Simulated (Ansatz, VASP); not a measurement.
# Zn: VASP beside Ansatz

INCAR

```
ALGO = Fast ; EDIFF = 1E-6
ENCUT = 520 ; ISIF = 2
ISMEAR = 0 ; LASPH = T
LCHARG = T ; LELF = T
LREAL = F ; LVHAR = T
LWAVE = F ; NBANDS = 12
NELM = 100 ; PREC = Accurate
SIGMA = 0.15
```

File KPOINTS:

```
k-points
0
Gamma
  24 24 24
```

The input POSCAR:

```
Zn
1.0
   -1.2080140629      1.5904741138      1.5904741138
    1.5904741138     -1.2080140629      1.5904741138
    1.5904741138      1.5904741138     -1.2080140629
Zn
1
Direct
    0.0000000000      0.0000000000      0.0000000000
```

Input for Ansatz:

```yaml
crystal:
  lattice:
    - [-1.2080140629, 1.5904741138, 1.5904741138]
    - [1.5904741138, -1.2080140629, 1.5904741138]
    - [1.5904741138, 1.5904741138, -1.2080140629]
  atoms:
    - { symbol: Zn, position: [0.0, 0.0, 0.0] }
basis:
  ecutwfc: 420
kpoints:
  mp_grid: { grid: [24, 24, 24] }
hamiltonian:
  xc: lda
scf:
  occupations: { method: gaussian, width: 0.15 }
output:
  forces: true
  stress: true
  eigenvalues: true
```

Alike in both runs: task single point; functional LDA; k mesh 24 × 24 × 24; occupations gaussian, width 0.15 eV; no spin polarisation.

```csv
,VASP,Ansatz
version,VASP 6.6.1,Ansatz 0.2.0
potentials or method,"VASP PAW LDA potentials, release 64 (Zn), cutoff 520 eV","scalar-relativistic, plane waves, PAW"
valence electrons in the cell,12,12
```

|  | VASP | Ansatz | Ansatz less VASP |
| --- | --- | --- | --- |
| gap on the k mesh at the Fermi level (eV) | none | none | - |
| pressure (GPa) | -2.1 | -2.5 | -0.45 |
| traceless stress, the component that is largest in VASP (GPa) | -2.24 | -2.14 | +0.100 |

LDA's correlation is that of Perdew and Zunger in VASP and of Perdew and Wang (1992) in Ansatz. A gap of «none» marks a metal or a gap that the smearing closes.
